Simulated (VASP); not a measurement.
Runs of VASP 6.6.1 on ZnS. The structure is that of space group F-43m (No. 216), or close to it. The cells are those of the table. 

```tsv
cell	gap on the mesh (eV)	pressure (GPa)
a = 3.863, b = 3.863, c = 3.803 Å, angles 59.5, 59.5, 90.0°, 2 atoms	(c)	(a)
a = 3.825, b = 3.825, c = 3.784 Å, angles 59.6, 59.6, 90.0°, 2 atoms	2.01	-0.4
a = 3.806, b = 3.806, c = 3.786 Å, angles 59.8, 59.8, 90.0°, 2 atoms	2.05	-0.1
a = 3.711, b = 3.711, c = 3.772 Å, angles 60.5, 60.5, 90.0°, 2 atoms	2.18	2.6
a = 3.711, b = 3.711, c = 3.796 Å, angles 60.7, 60.7, 90.0°, 2 atoms	2.10	1.5
a = 3.749, b = 3.749, c = 3.792 Å, angles 60.4, 60.4, 90.0°, 2 atoms	2.10	0.8
a = 3.768, b = 3.768, c = 3.783 Å, angles 60.1, 60.1, 90.0°, 2 atoms	2.12	0.8
a = 3.749, b = 3.749, c = 3.779 Å, angles 60.3, 60.3, 90.0°, 2 atoms	(b)	1.4
a = 3.768, b = 3.768, c = 3.790 Å, angles 60.2, 60.2, 90.0°, 2 atoms	2.10	0.5
a = 3.806, b = 3.806, c = 3.791 Å, angles 59.9, 59.9, 90.0°, 2 atoms	2.05	-0.3
```

Alike in all rows: task single point; level PBEsol; potentials or basis VASP PAW PBE potentials, release 64 (Zn, S); no spin polarisation; k mesh 8 × 8 × 8; cutoff (eV) 500; smearing gaussian 0.01 eV.

Question: Fill in the values left out.

Answer: (a) -1.9; (b) 2.14; (c) 1.90.

Caveats: the PAW data sets were made with another functional, which shifts forces and pressure a little.

